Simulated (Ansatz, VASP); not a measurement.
## One calculation of TaN, two programs

```
Ta N
1.0
     5.19600    0.00000    0.00000
    -2.59800    4.49987    0.00000
     0.00000    0.00000    2.91100
Ta N
3 3
Direct
  0.00000 0.00000 0.00000
  0.66667 0.33333 0.50000
  0.33333 0.66667 0.50000
  0.00000 0.39285 0.00000
  0.60715 0.60715 0.00000
  0.39285 0.00000 0.00000
```

Alike in both runs: task relaxation of cell and atoms; functional PBEsol; dispersion D3(BJ); k mesh 6 × 6 × 9; occupations fermi-dirac, width 0.05 eV; no spin polarisation.

|  | VASP | Ansatz |
| --- | --- | --- |
| version | VASP 6.6.1 | Ansatz 0.2.0 |
| potentials or method | VASP PAW PBE potentials, release 64 (Ta_pv, N) | Ansatz PAW |
| plane-wave cutoff (eV) | 600 | 420 |
| valence electrons in the cell | 48 | 54 |

|  | VASP | Ansatz | Ansatz less VASP |
| --- | --- | --- | --- |
| gap on the k mesh at the Fermi level, each at its own relaxed structure (eV) | none | none | - |
| relaxed volume (Å³/atom) | 11.02 | 11.00 | -0.024 |
| relaxed cell length with the largest relative difference (Å) | 5.149 | 5.145 | -0.0040 |

VASP's potentials were made for PBE, not for PBEsol. A gap of «none» marks a metal or a gap that the smearing closes. VASP's potentials hold 48 valence electrons a cell and Ansatz's 54, so a difference there can come from the potentials and not from the codes.

Neither program's run includes spin-orbit coupling. Noted on Ansatz's run: the plane-wave basis is chosen anew once the cell has moved, so the energies of steps on either side of that aren't comparable.
